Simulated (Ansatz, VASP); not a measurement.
## SnTe3 in VASP and in Ansatz

```
Sn Te
1.0
     0.00000    3.86122    3.86122
     3.86122    0.00000    3.86122
     3.86122    3.86122    0.00000
Sn Te
1 3
Direct
  0.00000 0.00000 0.00000
  0.25000 0.25000 0.25000
  0.75000 0.75000 0.75000
  0.50000 0.50000 0.50000
```

Alike in both runs: task single point; functional PBE; k mesh 10 × 10 × 10; occupations gaussian, width 0.01 eV; no spin polarisation.

|  | VASP | Ansatz |
| --- | --- | --- |
| version | VASP 6.6.1 | Ansatz 0.2.0 |
| potentials or method | VASP PAW PBE potentials, release 64 (Sn_d, Te), cutoff 520 eV | scalar-relativistic, plane waves, PAW |
| valence electrons in the cell | 32 | 62 |

Ansatz gave:

* gap on the k mesh at the Fermi level (eV): none
* pressure (GPa): 0.1

Task: Estimate VASP's values.

Result: gap on the k mesh at the Fermi level (eV): none; pressure (GPa): 0.0.

A gap of «none» marks a metal or a gap that the smearing closes. VASP's potentials hold 32 valence electrons a cell and Ansatz's 62, so a difference there can come from the potentials and not from the codes.

Neither program's run includes spin-orbit coupling.
